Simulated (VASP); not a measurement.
# CoSi (P2_13) in VASP: electric field gradients with PBE

Aim: the electric field gradients of CoSi with PBE.

Everything below comes from runs of VASP 6.6.1. Logs are shortened: lines on timing, memory, paths and dates and some standing lists are left out, and cuts for length are marked.

## (1) The cell of the first run

The structure is cubic, space group P2_13 (No. 198). Conventional cell: a = 4.433 Å, b = 4.433 Å, c = 4.433 Å, α = 90.00°, β = 90.00°, γ = 90.00°. Co (site symmetry 3) has 7 Si at 2.32 to 2.44 Å and 6 Co at 2.73 Å within 3.1 Å. Within 3.1 Å of Si (site symmetry 3) lie 7 Co at 2.32 to 2.44 Å and 6 Si at 2.74 Å.

## (2) Electric field gradients, PBE

Contents of INCAR:

```
  PREC = Accurate
  ENCUT = 520
  EDIFF = 1E-8
  ISMEAR = -1
  SIGMA = 0.15
  LREAL = False
  LASPH = True
  NELM = 60
  ALGO = Normal
  ISIF = 2
  LWAVE = False
  LCHARG = False
  GGA = PE
  LEFG = True
  NBANDS = 36
```

Contents of KPOINTS:

```
regular mesh
0
Gamma
  8 8 8
```

Contents of POSCAR:

```
CoSi
1.0
    4.4333385406      0.0000000000      0.0000000000
    0.0000000000      4.4333385406      0.0000000000
    0.0000000000      0.0000000000      4.4333385406
Co Si
4 4
Direct
    0.1446902156      0.1446902156      0.1446902156
    0.3553097844      0.8553097844      0.6446902156
    0.6446902156      0.3553097844      0.8553097844
    0.8553097844      0.6446902156      0.3553097844
    0.8431554829      0.8431554829      0.8431554829
    0.6568445171      0.1568445171      0.3431554829
    0.3431554829      0.6568445171      0.1568445171
    0.1568445171      0.3431554829      0.6568445171
```

Potentials or basis: VASP PAW PBE potentials, release 64 (Co, Si).

Launch:

```console
> cat potpaw_PBE.64/Co/POTCAR potpaw_PBE.64/Si/POTCAR > POTCAR
> mpirun -np 1 vasp_std > vasp.out
```

OUTCAR:

```text
PREC = Accurate
   ENCUT = 520
   EDIFF = 1E-8
   ISMEAR = -1
   LREAL = False
   LASPH = True
   NELM = 60
   ISIF = 2
   GGA = PE

 ion  position               nearest neighbor table
   1  0.145  0.145  0.145-   5 2.32   6 2.34   7 2.34   8 2.34   7 2.44   8 2.44   6 2.44   3 2.73
                             4 2.73   2 2.73   2 2.73   4 2.73   3 2.73
   2  0.355  0.855  0.645-   6 2.32   5 2.34   7 2.34   8 2.34   7 2.44   8 2.44   5 2.44   1 2.73
                             1 2.73   3 2.73   3 2.73   4 2.73   4 2.73
   3  0.645  0.355  0.855-   7 2.32   6 2.34   5 2.34   8 2.34   8 2.44   6 2.44   5 2.44   1 2.73
                             4 2.73   2 2.73   2 2.73   4 2.73   1 2.73
   4  0.855  0.645  0.355-   8 2.32   6 2.34   7 2.34   5 2.34   6 2.44   5 2.44   7 2.44   1 2.73
                             3 2.73   2 2.73   1 2.73   2 2.73   3 2.73
   5  0.843  0.843  0.843-   1 2.32   2 2.34   3 2.34   4 2.34   3 2.44   4 2.44   2 2.44   6 2.74
                             7 2.74   8 2.74   6 2.74   8 2.74   7 2.74
   6  0.657  0.157  0.343-   2 2.32   1 2.34   3 2.34   4 2.34   3 2.44   4 2.44   1 2.44   8 2.74
                             5 2.74   5 2.74   7 2.74   7 2.74   8 2.74
   7  0.343  0.657  0.157-   3 2.32   2 2.34   1 2.34   4 2.34   4 2.44   2 2.44   1 2.44   8 2.74
                             5 2.74   8 2.74   6 2.74   6 2.74   5 2.74
   8  0.157  0.343  0.657-   4 2.32   2 2.34   3 2.34   1 2.34   2 2.44   1 2.44   3 2.44   7 2.74
                             5 2.74   7 2.74   5 2.74   6 2.74   6 2.74

  LATTYP: Found a simple cubic cell.
 ALAT       =     4.4333385406

  Lattice vectors:

 A1 = (   4.4333385406,   0.0000000000,   0.0000000000)
 A2 = (   0.0000000000,   4.4333385406,   0.0000000000)
 A3 = (   0.0000000000,   0.0000000000,   4.4333385406)

Analysis of symmetry for initial positions (statically):
=====================================================================
 Subroutine PRICEL returns:
 Original cell was already a primitive cell.

 Routine SETGRP: Setting up the symmetry group for a
 simple cubic supercell.

 Subroutine GETGRP returns: Found 12 space group operations
 (whereof  3 operations were pure point group operations)
 out of a pool of 48 trial point group operations.

The static configuration has the point symmetry C_3 .
 The point group associated with its full space group is T   .

Analysis of symmetry for dynamics (positions and initial velocities):
=====================================================================
 Subroutine PRICEL returns:
 Original cell was already a primitive cell.

 Routine SETGRP: Setting up the symmetry group for a
 simple cubic supercell.

 Subroutine GETGRP returns: Found 12 space group operations
 (whereof  3 operations were pure point group operations)
 out of a pool of 48 trial point group operations.

The dynamic configuration has the point symmetry C_3 .
 The point group associated with its full space group is T   .

 Subroutine INISYM returns: Found 12 space group operations
 (whereof  3 operations are pure point group operations),
 and found     1 'primitive' translations

----------------------------------------------------------------------------------------

                                     Primitive cell

  volume of cell :      87.1350

  direct lattice vectors                    reciprocal lattice vectors
     4.433338541  0.000000000  0.000000000     0.225563645  0.000000000  0.000000000
     0.000000000  4.433338541  0.000000000     0.000000000  0.225563645  0.000000000
     0.000000000  0.000000000  4.433338541     0.000000000  0.000000000  0.225563645

  length of vectors
     4.433338541  4.433338541  4.433338541     0.225563645  0.225563645  0.225563645

  position of ions in fractional coordinates (direct lattice)
     0.144690216  0.144690216  0.144690216
     0.355309784  0.855309784  0.644690216
     0.644690216  0.355309784  0.855309784
     0.855309784  0.644690216  0.355309784
     0.843155483  0.843155483  0.843155483
     0.656844517  0.156844517  0.343155483
     0.343155483  0.656844517  0.156844517
     0.156844517  0.343155483  0.656844517

  ion indices of the primitive-cell ions
   primitive index   ion index
                 1           1
                 2           2
                 3           3
                 4           4
                 5           5
                 6           6
                 7           7
                 8           8

----------------------------------------------------------------------------------------

 KPOINTS: regular mesh

Automatic generation of k-mesh.
 Grid dimensions read from file:
 generate k-points for:    8    8    8

 Generating k-lattice:

  Cartesian coordinates                     Fractional coordinates (reciprocal lattice)
     0.028195456  0.000000000  0.000000000     0.125000000  0.000000000  0.000000000
     0.000000000  0.028195456  0.000000000     0.000000000  0.125000000  0.000000000
     0.000000000  0.000000000  0.028195456     0.000000000  0.000000000  0.125000000

  Length of vectors
     0.028195456  0.028195456  0.028195456

  Shift w.r.t. Gamma in fractional coordinates (k-lattice)
     0.000000000  0.000000000  0.000000000

 Subroutine IBZKPT returns following result:
 ===========================================

 Found     45 irreducible k-points:

 Following reciprocal coordinates:
            Coordinates               Weight
  0.000000  0.000000  0.000000      1.000000
  0.125000  0.000000  0.000000      6.000000
  0.250000  0.000000  0.000000      6.000000
  0.375000  0.000000  0.000000      6.000000
  0.500000  0.000000  0.000000      3.000000
  0.125000  0.125000  0.000000     12.000000
[... 16 lines left out ...]
  0.250000  0.125000  0.125000     24.000000
  0.375000  0.125000  0.125000     24.000000
 [... further k-points ...]
   k-points           NKPTS =     45   k-points in BZ     NKDIM =     45   number of bands    NBANDS=     36
   number of dos      NEDOS =    301   number of ions     NIONS =      8
   total plane-waves  NPLWV =  46656
   dimension x,y,z NGX =    36 NGY =   36 NGZ =   36
   dimension x,y,z NGXF=    72 NGYF=   72 NGZF=   72
   ions per type =               4   4
   NGX,Y,Z   is equivalent  to a cutoff of  13.50, 13.50, 13.50 a.u.
   NGXF,Y,Z  is equivalent  to a cutoff of  27.00, 27.00, 27.00 a.u.
 SYSTEM =  unknown system
   PREC   = accura    normal or accurate (medium, high low for compatibility)
   ISTART =      0    job   : 0-new  1-cont  2-samecut
   ICHARG =      2    charge: 1-file 2-atom 10-const
   ISPIN  =      1    spin polarized calculation?
   LNONCOLLINEAR =      F non collinear calculations
   LSORBIT =      F    spin-orbit coupling
   LASPH  =      T    aspherical Exc in radial PAW
   ENCUT  =  520.0 eV  38.22 Ry    6.18 a.u.   8.24  8.24  8.24*2*pi/ulx,y,z
   NELM   =     60;   NELMIN=  2; NELMDL= -5     # of ELM steps
   EDIFF  = 0.1E-07   stopping-criterion for ELM
   LREAL  =      F    real-space projection
   EDIFFG = 0.1E-06   stopping-criterion for IOM
   NSW    =      0    number of steps for IOM
   IBRION =     -1    ionic relax: 0-MD 1-quasi-New 2-CG
   NFREE  =      0    steps in history (QN), initial steepest desc. (CG)
   ISIF   =      2    stress and relaxation
   ISYM   =      2    0-nonsym 1-usesym 2-fastsym
   POTIM  = 0.5000    time-step for ionic-motion
   TEBEG  =    0.0;   TEEND  =   0.0 temperature during run
   PSTRESS=    0.0 pullay stress
   NELECT =      52.0000    total number of electrons
   NUPDOWN=      -1.0000    fix difference up-down
   EMIN   =  10.00;   EMAX   =-10.00  energy-range for DOS
   EFERMI =   0.00;   METHOD = LEGACY
   ISMEAR =    -1;   SIGMA  =   0.15  broadening in eV -4-tet -1-fermi 0-gaus
   EFERMI_NEDOS =   21; number of points for ismear=-14 and -15
   IALGO  =     38    algorithm
   IMIX   =      4    mixing-type and parameters
     AMIX     =   0.40;   BMIX     =  1.00
     AMIX_MAG =   1.60;   BMIX_MAG =  1.00
  volume/ion in A,a.u.               =      10.89        73.50
  Fermi-wavevector in a.u.,A,eV,Ry     =   1.378304  2.604617 25.847290  1.899722
  Thomas-Fermi vector in A             =   2.503378
   LORBIT       =      0    0 simple, 1 ext, 2 COOP (PROOUT), +10 PAW based schemes
   GGA     = PE    functional components
   LHFCALC =     F    Hartree Fock is set to
   AEXX    =    0.0000 exact exchange contribution
   IVDW    =     0    specifies the selected vdW correction
   LEPSILON=     F    determine dielectric tensor
   LRPA    =     F    only Hartree local field effects (RPA)
 non-spin polarized calculation
  energy-cutoff  :      520.00
  volume of cell :       87.14
 maximum number of plane-waves:      2365
 NGX is ok and might be reduce to    36
   NGX = 17   NGY = 17   NGZ = 17

 number of electron      52.0000005 magnetization

 Free energy of the ion-electron system (eV)
  ---------------------------------------------------
  ext. energy  EPLUGINS =         0.00000000
  ---------------------------------------------------
  free energy    TOTEN  =       -54.83544405 eV

  energy without entropy =      -54.61392312  energy(sigma->0) =      -54.72468358

 E-fermi :  12.2200     XC(G=0): -12.8584

 val. band max:       12.2144649233   @ k =   0.3750   0.3750   0.3750
 cond. band min:      12.3365696598   @ k =   0.5000   0.5000   0.2500
 fundamental gap:      0.1221047365
 Fermi energy:        12.2199511754

 k-point     1 :       0.0000    0.0000    0.0000
  band No.  band energies     occupation
      1      -1.5750      2.00000
      2       3.9134      2.00000
      3       3.9134      2.00000
      4       3.9134      2.00000
      5       6.6129      2.00000
      6       6.6129      2.00000
[... 925 lines left out ...]
     35      16.9143      0.00000
     36      17.7193      0.00000

 [... further k-points ...]
[... 5 lines left out ...]
  --------------------------------------------------------------------------------------
  -------------------------------------------------------------------------------------
  Total       -0.0486539     -0.0486539     -0.0486539      0.0000000      0.0000000      0.0000000
  in kB       -0.8946131     -0.8946131     -0.8946131      0.0000000      0.0000000      0.0000000
  external PRESSURE =      -0.8946131 kB  Pullay stress =       0.0000000 kB

 VOLUME and BASIS-vectors are now :
 -----------------------------------------------------------------------------
  energy-cutoff  :      520.00
  volume of cell :       87.14
      direct lattice vectors                 reciprocal lattice vectors
     4.433338541  0.000000000  0.000000000     0.225563645  0.000000000  0.000000000
     0.000000000  4.433338541  0.000000000     0.000000000  0.225563645  0.000000000
     0.000000000  0.000000000  4.433338541     0.000000000  0.000000000  0.225563645

 POSITION                                       TOTAL-FORCE (eV/Angst)
 -----------------------------------------------------------------------------------
      0.64146      0.64146      0.64146         0.001683      0.001683      0.001683
      1.57521      3.79188      2.85813        -0.001683     -0.001683      0.001683
      2.85813      1.57521      3.79188         0.001683     -0.001683     -0.001683
      3.79188      2.85813      1.57521        -0.001683      0.001683     -0.001683
      3.73799      3.73799      3.73799         0.001103      0.001103      0.001103
      2.91201      0.69534      1.52132        -0.001103     -0.001103      0.001103
      1.52132      2.91201      0.69534         0.001103     -0.001103     -0.001103
      0.69534      1.52132      2.91201        -0.001103      0.001103     -0.001103
 -----------------------------------------------------------------------------------
    total drift:                               -0.000000      0.000000      0.000000

  FREE ENERGIE OF THE ION-ELECTRON SYSTEM (eV)
  ---------------------------------------------------
  free  energy   TOTEN  =       -54.8354440476 eV

  energy  without entropy=      -54.6139231176  energy(sigma->0) =      -54.72468358

 Electric field gradients (V/A^2)
---------------------------------------------------------------------
 ion       V_xx      V_yy      V_zz      V_xy      V_xz      V_yz
---------------------------------------------------------------------
   1      -0.000     0.000     0.000     0.376     0.376     0.376
   2      -0.000     0.000    -0.000     0.376    -0.376    -0.376
   3      -0.000     0.000    -0.000    -0.376    -0.376     0.376
   4      -0.000     0.000    -0.000    -0.376     0.376    -0.376
   5      -0.000    -0.000     0.000   -12.352   -12.352   -12.352
   6      -0.000     0.000     0.000   -12.352    12.352    12.352
   7      -0.000    -0.000     0.000    12.352    12.352   -12.352
   8       0.000     0.000     0.000    12.352   -12.352    12.352
---------------------------------------------------------------------

 Electric field gradients after diagonalization (V/A^2)
 (convention: |V_zz| > |V_xx| > |V_yy|)
----------------------------------------------------------------------
 ion       V_xx      V_yy      V_zz     asymmetry (V_yy - V_xx)/ V_zz
----------------------------------------------------------------------
   1      -0.376    -0.376     0.753       0.000
   2      -0.376    -0.376     0.753       0.000
   3      -0.376    -0.376     0.753       0.000
   4      -0.376    -0.376     0.753       0.000
   5      12.352    12.352   -24.704       0.000
   6      12.352    12.352   -24.704       0.000
   7      12.352    12.352   -24.704       0.000
   8      12.352    12.352   -24.704       0.000
----------------------------------------------------------------------

           NMR quadrupolar parameters

 Cq : quadrupolar parameter    Cq=e*Q*V_zz/h
 eta: asymmetry parameters     (V_yy - V_xx)/ V_zz
 Q  : nuclear electric quadrupole moment in mb (millibarn)
----------------------------------------------------------------------
 ion       Cq(MHz)       eta       Q (mb)
----------------------------------------------------------------------
   1       0.002       0.000       1.000
   2       0.002       0.000       1.000
   3       0.002       0.000       1.000
   4       0.002       0.000       1.000
   5      -0.060       0.000       1.000
   6      -0.060       0.000       1.000
   7      -0.060       0.000       1.000
   8      -0.060       0.000       1.000
----------------------------------------------------------------------
```

It took 4.7 min on 1 thread of Intel Xeon 8259CL, shared host; peak memory 0.27 GiB.

What came out:

* Free energy: -54.8354 eV
* Pressure: -0.1 GPa
* Band gap on the k mesh: zero (bands 26 and 27 overlap by 0.21 eV)
* Largest electric field gradient by atom: Co +0.8; Si -24.7 V/Å²

Forces in eV/Å, atoms in the order of the input:
```
Co   0.002  0.002  0.002
Co  -0.002 -0.002  0.002
Co   0.002 -0.002 -0.002
Co  -0.002  0.002 -0.002
Si   0.001  0.001  0.001
Si  -0.001 -0.001  0.001
Si   0.001 -0.001 -0.001
Si  -0.001  0.001 -0.001
```

Electric field gradients, principal values (V/Å²):
| atom | least | middle | greatest (by size) |
| --- | --- | --- | --- |
| 1 Co | -0.376 | -0.376 | 0.753 |
| 2 Co | -0.376 | -0.376 | 0.753 |
| 3 Co | -0.376 | -0.376 | 0.753 |
| 4 Co | -0.376 | -0.376 | 0.753 |
| 5 Si | 12.352 | 12.352 | -24.704 |
| 6 Si | 12.352 | 12.352 | -24.704 |
| 7 Si | 12.352 | 12.352 | -24.704 |
| 8 Si | 12.352 | 12.352 | -24.704 |

Caveat: without QUAD_EFG the Cq values of the log hold for a quadrupole moment of 1 mb, not for the nuclei. Spin polarisation is off, so any magnetic state and its effect on volume and gap are missing.

The gap in the log of VASP goes by the Fermi energy; the results here count the filled bands.